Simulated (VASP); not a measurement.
# PbO2 (fluorite type) (Fm-3m) in VASP: single point with PBE

Aim: the single point of PbO2 (fluorite type) with PBE.

Everything below comes from runs of VASP 6.6.1. Logs are shortened: lines on timing, memory, paths and dates and some standing lists are left out, and cuts for length are marked.

### 1 The cell of the first run

It takes space group Fm-3m (No. 225, cubic). The conventional cell has a = 5.338 Å, b = 5.338 Å, c = 5.338 Å, α = 90.00°, β = 90.00°, γ = 90.00°. Pb (site symmetry m-3m) has 8 O at 2.31 Å within 3.1 Å. O (site symmetry -43m) has 4 Pb at 2.31 Å and 6 O at 2.67 Å within 3.1 Å.

### 2 Single point, PBE

INCAR reads:

```
PREC = Accurate
ENCUT = 520
EDIFF = 1E-6
ISMEAR = -1
SIGMA = 0.06122561905347299
LREAL = False
LASPH = True
NELM = 100
ALGO = Normal
ISIF = 2
LWAVE = False
LCHARG = True
GGA = PE
LELF = True
LVHAR = True
NBANDS = 20
```

KPOINTS reads:

```
Automatic mesh
0
Gamma
  35 35 35
```

POSCAR reads:

```
PbO2
1.0
    0.0000000000      2.6688891139      2.6688891139
    2.6688891139      0.0000000000      2.6688891139
    2.6688891139      2.6688891139      0.0000000000
Pb O
1 2
Direct
    0.0000000000      0.0000000000      0.0000000000
    0.2500000000      0.2500000000      0.2500000000
    0.7500000000      0.7500000000      0.7500000000
```

Potentials or basis: VASP PAW PBE potentials, release 64 (Pb_d, O).

Launch:

```sh
$ cat potpaw_PBE.64/Pb_d/POTCAR potpaw_PBE.64/O/POTCAR > POTCAR
$ mpirun -np 1 vasp_std > vasp.out
```

OUTCAR:

```text
PREC = Accurate
   ENCUT = 520
   EDIFF = 1E-6
   ISMEAR = -1
   LREAL = False
   LASPH = True
   NELM = 100
   ISIF = 2
   GGA = PE

 ion  position               nearest neighbor table
   1  0.000  0.000  0.000-   3 2.31   3 2.31   3 2.31   2 2.31   2 2.31   2 2.31   3 2.31   2 2.31

   2  0.250  0.250  0.250-   1 2.31   1 2.31   1 2.31   1 2.31
   3  0.750  0.750  0.750-   1 2.31   1 2.31   1 2.31   1 2.31

  LATTYP: Found a face centered cubic cell.
 ALAT       =     5.3377782278

  Lattice vectors:

 A1 = (   0.0000000000,   2.6688891139,   2.6688891139)
 A2 = (   2.6688891139,   0.0000000000,   2.6688891139)
 A3 = (   2.6688891139,   2.6688891139,   0.0000000000)

Analysis of symmetry for initial positions (statically):
=====================================================================
 Subroutine PRICEL returns:
 Original cell was already a primitive cell.

 Routine SETGRP: Setting up the symmetry group for a
 face centered cubic supercell.

 Subroutine GETGRP returns: Found 48 space group operations
 (whereof 48 operations were pure point group operations)
 out of a pool of 48 trial point group operations.

The static configuration has the point symmetry O_h .

Analysis of symmetry for dynamics (positions and initial velocities):
=====================================================================
 Subroutine PRICEL returns:
 Original cell was already a primitive cell.

 Routine SETGRP: Setting up the symmetry group for a
 face centered cubic supercell.

 Subroutine GETGRP returns: Found 48 space group operations
 (whereof 48 operations were pure point group operations)
 out of a pool of 48 trial point group operations.

The dynamic configuration has the point symmetry O_h .

 Subroutine INISYM returns: Found 48 space group operations
 (whereof 48 operations are pure point group operations),
 and found     1 'primitive' translations

----------------------------------------------------------------------------------------

                                     Primitive cell

  volume of cell :      38.0208

  direct lattice vectors                    reciprocal lattice vectors
     0.000000000  2.668889114  2.668889114    -0.187343864  0.187343864  0.187343864
     2.668889114  0.000000000  2.668889114     0.187343864 -0.187343864  0.187343864
     2.668889114  2.668889114  0.000000000     0.187343864  0.187343864 -0.187343864

  length of vectors
     3.774379181  3.774379181  3.774379181     0.324489091  0.324489091  0.324489091

  position of ions in fractional coordinates (direct lattice)
     0.000000000  0.000000000  0.000000000
     0.250000000  0.250000000  0.250000000
     0.750000000  0.750000000  0.750000000

  ion indices of the primitive-cell ions
   primitive index   ion index
                 1           1
                 2           2
                 3           3

----------------------------------------------------------------------------------------

 KPOINTS: Automatic mesh

Automatic generation of k-mesh.
 Grid dimensions read from file:
 generate k-points for:   35   35   35

 Generating k-lattice:

  Cartesian coordinates                     Fractional coordinates (reciprocal lattice)
    -0.005352682  0.005352682  0.005352682     0.028571429  0.000000000  0.000000000
     0.005352682 -0.005352682  0.005352682     0.000000000  0.028571429  0.000000000
     0.005352682  0.005352682 -0.005352682     0.000000000  0.000000000  0.028571429

  Length of vectors
     0.009271117  0.009271117  0.009271117

  Shift w.r.t. Gamma in fractional coordinates (k-lattice)
     0.000000000  0.000000000  0.000000000

 Subroutine IBZKPT returns following result:
 ===========================================

 Found   1140 irreducible k-points:

 Following reciprocal coordinates:
            Coordinates               Weight
  0.000000  0.000000  0.000000      1.000000
  0.028571  0.000000  0.000000      8.000000
  0.057143  0.000000  0.000000      8.000000
  0.085714  0.000000  0.000000      8.000000
  0.114286  0.000000  0.000000      8.000000
  0.142857  0.000000  0.000000      8.000000
[... 16 lines left out ...]
  0.142857  0.028571  0.000000     24.000000
  0.171429  0.028571  0.000000     24.000000
 [... further k-points ...]
   k-points           NKPTS =   1140   k-points in BZ     NKDIM =   1140   number of bands    NBANDS=     20
   number of dos      NEDOS =    301   number of ions     NIONS =      3
   total plane-waves  NPLWV =  21952
   dimension x,y,z NGX =    28 NGY =   28 NGZ =   28
   dimension x,y,z NGXF=    56 NGYF=   56 NGZF=   56
   ions per type =               1   2
   NGX,Y,Z   is equivalent  to a cutoff of  12.33, 12.33, 12.33 a.u.
   NGXF,Y,Z  is equivalent  to a cutoff of  24.67, 24.67, 24.67 a.u.
 SYSTEM =  unknown system
   PREC   = accura    normal or accurate (medium, high low for compatibility)
   ISTART =      0    job   : 0-new  1-cont  2-samecut
   ICHARG =      2    charge: 1-file 2-atom 10-const
   ISPIN  =      1    spin polarized calculation?
   LNONCOLLINEAR =      F non collinear calculations
   LSORBIT =      F    spin-orbit coupling
   LASPH  =      T    aspherical Exc in radial PAW
   ENCUT  =  520.0 eV  38.22 Ry    6.18 a.u.   7.02  7.02  7.02*2*pi/ulx,y,z
   NELM   =    100;   NELMIN=  2; NELMDL= -5     # of ELM steps
   EDIFF  = 0.1E-05   stopping-criterion for ELM
   LREAL  =      F    real-space projection
   EDIFFG = 0.1E-04   stopping-criterion for IOM
   NSW    =      0    number of steps for IOM
   IBRION =     -1    ionic relax: 0-MD 1-quasi-New 2-CG
   NFREE  =      0    steps in history (QN), initial steepest desc. (CG)
   ISIF   =      2    stress and relaxation
   ISYM   =      2    0-nonsym 1-usesym 2-fastsym
   POTIM  = 0.5000    time-step for ionic-motion
   TEBEG  =    0.0;   TEEND  =   0.0 temperature during run
   PSTRESS=    0.0 pullay stress
   NELECT =      26.0000    total number of electrons
   NUPDOWN=      -1.0000    fix difference up-down
   EMIN   =  10.00;   EMAX   =-10.00  energy-range for DOS
   EFERMI =   0.00;   METHOD = LEGACY
   ISMEAR =    -1;   SIGMA  =   0.06  broadening in eV -4-tet -1-fermi 0-gaus
   EFERMI_NEDOS =   21; number of points for ismear=-14 and -15
   IALGO  =     38    algorithm
   IMIX   =      4    mixing-type and parameters
     AMIX     =   0.40;   BMIX     =  1.00
     AMIX_MAG =   1.60;   BMIX_MAG =  1.00
  volume/ion in A,a.u.               =      12.67        85.53
  Fermi-wavevector in a.u.,A,eV,Ry     =   1.442310  2.725572 28.303648  2.080259
  Thomas-Fermi vector in A             =   2.560845
   LORBIT       =      0    0 simple, 1 ext, 2 COOP (PROOUT), +10 PAW based schemes
   GGA     = PE    functional components
   LHFCALC =     F    Hartree Fock is set to
   AEXX    =    0.0000 exact exchange contribution
   IVDW    =     0    specifies the selected vdW correction
   LEPSILON=     F    determine dielectric tensor
   LRPA    =     F    only Hartree local field effects (RPA)
 non-spin polarized calculation
  energy-cutoff  :      520.00
  volume of cell :       38.02
 maximum number of plane-waves:      1039
   NGX = 13   NGY = 13   NGZ = 13

 number of electron      26.0000013 magnetization

 Free energy of the ion-electron system (eV)
  ---------------------------------------------------
  ext. energy  EPLUGINS =         0.00000000
  ---------------------------------------------------
  free energy    TOTEN  =       -15.58407920 eV

  energy without entropy =      -15.57804635  energy(sigma->0) =      -15.58106277

 E-fermi :   6.1574     XC(G=0): -11.3457

 val. band max:        6.1261049409   @ k =  -0.2571   0.4857   0.2286
 cond. band min:       6.1605392774   @ k =  -0.1143   0.0286   0.0000
 fundamental gap:      0.0344343365
 Fermi energy:         6.1573813882

 k-point     1 :       0.0000    0.0000    0.0000
  band No.  band energies     occupation
      1     -12.6923      2.00000
      2      -9.6484      2.00000
      3      -9.6236      2.00000
      4      -9.6236      2.00000
      5      -9.6236      2.00000
      6      -9.3494      2.00000
[... 12 lines left out ...]
     19      21.8975      0.00000
     20      21.8975      0.00000

 k-point     2 :       0.0286    0.0000    0.0000
  band No.  band energies     occupation
      1     -12.6851      2.00000
      2      -9.8088      2.00000
      3      -9.6224      2.00000
      4      -9.6224      2.00000
      5      -9.4624      2.00000
      6      -9.3496      2.00000
[... 12 lines left out ...]
     19      21.8900      0.00000
     20      21.8900      0.00000

 k-point     3 :       0.0571    0.0000    0.0000
  band No.  band energies     occupation
      1     -12.6638      2.00000
      2      -9.9774      2.00000
      3      -9.6190      2.00000
      4      -9.6190      2.00000
      5      -9.3499      2.00000
      6      -9.3499      2.00000
[... 12 lines left out ...]
     19      21.8682      0.00000
     20      21.8682      0.00000

 k-point     4 :       0.0857    0.0000    0.0000
  band No.  band energies     occupation
      1     -12.6287      2.00000
      2     -10.1407      2.00000
      3      -9.6133      2.00000
      4      -9.6133      2.00000
      5      -9.3504      2.00000
      6      -9.3504      2.00000
[... 12 lines left out ...]
     19      21.8346      0.00000
     20      21.8346      0.00000

 k-point     5 :       0.1143    0.0000    0.0000
  band No.  band energies     occupation
      1     -12.5809      2.00000
      2     -10.2966      2.00000
      3      -9.6060      2.00000
      4      -9.6060      2.00000
      5      -9.3507      2.00000
      6      -9.3507      2.00000
[... 12 lines left out ...]
     19      21.7928      0.00000
     20      21.7928      0.00000
[... 353 lines left out ...]
      6      -9.3481      2.00000
[... 12 lines left out ...]
     19      21.8039      0.00000
     20      21.8768      0.00000

 k-point    22 :       0.1143    0.0286    0.0000
  band No.  band energies     occupation
      1     -12.5919      2.00000
      2     -10.2663      2.00000
      3      -9.6075      2.00000
      4      -9.6056      2.00000
      5      -9.3537      2.00000
      6      -9.3478      2.00000
[... 12 lines left out ...]
     19      21.7554      0.00000
     20      21.8475      0.00000

 k-point    23 :       0.1429    0.0286    0.0000
  band No.  band energies     occupation
      1     -12.5365      2.00000
      2     -10.4117      2.00000
      3      -9.5991      2.00000
      4      -9.5970      2.00000
      5      -9.3546      2.00000
      6      -9.3472      2.00000
[... 12 lines left out ...]
     19      21.7045      0.00000
     20      21.8111      0.00000

 k-point    24 :       0.1714    0.0286    0.0000
  band No.  band energies     occupation
      1     -12.4710      2.00000
      2     -10.5478      2.00000
      3      -9.5896      2.00000
      4      -9.5876      2.00000
      5      -9.3548      2.00000
      6      -9.3461      2.00000
[... 12 lines left out ...]
     19      21.6571      0.00000
     20      21.7712      0.00000

 [... further k-points ...]

------------------------ aborting loop because EDIFF is reached ----------------------------------------

  FORCE on cell =-STRESS in cart. coord.  units (eV):
  Direction    XX          YY          ZZ          XY          YZ          ZX
  --------------------------------------------------------------------------------------
  -------------------------------------------------------------------------------------
  Total        1.4216341      1.4216341      1.4216341      0.0000000      0.0000000     -0.0000000
  in kB       59.9068984     59.9068984     59.9068984      0.0000000      0.0000000     -0.0000000
  external PRESSURE =      59.9068984 kB  Pullay stress =       0.0000000 kB

 VOLUME and BASIS-vectors are now :
 -----------------------------------------------------------------------------
  energy-cutoff  :      520.00
  volume of cell :       38.02
      direct lattice vectors                 reciprocal lattice vectors
     0.000000000  2.668889114  2.668889114    -0.187343864  0.187343864  0.187343864
     2.668889114  0.000000000  2.668889114     0.187343864 -0.187343864  0.187343864
     2.668889114  2.668889114  0.000000000     0.187343864  0.187343864 -0.187343864

 POSITION                                       TOTAL-FORCE (eV/Angst)
 -----------------------------------------------------------------------------------
      0.00000      0.00000      0.00000        -0.000000      0.000000     -0.000000
      1.33444      1.33444      1.33444         0.000000      0.000000      0.000000
      4.00333      4.00333      4.00333        -0.000000     -0.000000     -0.000000
 -----------------------------------------------------------------------------------
    total drift:                                0.000000     -0.000000      0.000000

  FREE ENERGIE OF THE ION-ELECTRON SYSTEM (eV)
  ---------------------------------------------------
  free  energy   TOTEN  =       -15.5840791959 eV

  energy  without entropy=      -15.5780463511  energy(sigma->0) =      -15.58106277
```

It took 19 min on 1 thread of Intel Xeon 8259CL, shared host; peak memory 0.8 GiB.

What came out:

```
Free energy            : -15.5841 eV
Pressure               : 6.0 GPa
Band gap on the k mesh : zero (bands 13 and 14 overlap by 1.29 eV)
```

Caveat: the cell stands under pressure; spin-orbit coupling is left out, which moves the levels of the heavy elements.

The gap in the log of VASP goes by the Fermi energy; the results here count the filled bands.